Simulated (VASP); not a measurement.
Set up this calculation in VASP 6.6.1, as the native input.

* Task: single point
* Functional: LDA
* Potentials or basis: VASP PAW LDA potentials, release 64 (Ni, O)
* Cutoff: 520 eV
* k mesh: 11 × 11 × 11
* Occupations: fermi-dirac, width 0.05 eV
* Spin: collinear spin, ferromagnetic start
* Starting moments: [1.0, 0.0] μB
* Dipole correction: no
* Further INCAR settings: ALGO = Normal; EDIFF = 1e-07; NBANDS = 19

The structure of NiO lies in POSCAR:

```
NiO
1.0
    0.0000000000      2.0577103256      2.0577103256
    2.0577103256      0.0000000000      2.0577103256
    2.0577103256      2.0577103256      0.0000000000
Ni O
1 1
Direct
    0.0000000000      0.0000000000      0.0000000000
    0.5000000000      0.5000000000      0.5000000000
```

The input as run:

INCAR

```
SYSTEM = NiO
ALGO = Normal
EDIFF = 1E-7
ENCUT = 520
ISIF = 2
ISMEAR = -1
ISPIN = 2
LASPH = .True.
LCHARG = .True.
LELF = .True.
LMAXMIX = 4
LORBIT = 11
LREAL = .False.
LVHAR = .True.
LWAVE = .False.
MAGMOM = 1 0
NBANDS = 19
NELM = 150
PREC = Accurate
SIGMA = 0.05
```

KPOINTS

```
k-points
0
Gamma
  11 11 11
  0 0 0
```

Potentials or basis: VASP PAW LDA potentials, release 64 (Ni, O).

Launch:

```sh
$ cat potpaw_LDA.64/Ni/POTCAR potpaw_LDA.64/O/POTCAR > POTCAR
$ mpirun -np 1 vasp_std > vasp.out
```

It gave:

* Pressure: -12.0 GPa
* Net moment: 0.26 μB per cell
* Site moments: Ni +0.22; O +0.03 μB
* Valence electrons inside the program's atomic spheres: Ni 9.16; O 4.92

Caveat: the cell stands under tension.

Run time: 24 s on 1 thread of Intel(R) Xeon(R) 6975P-C (Granite Rapids) (shared host), peak memory 0.15 GiB.
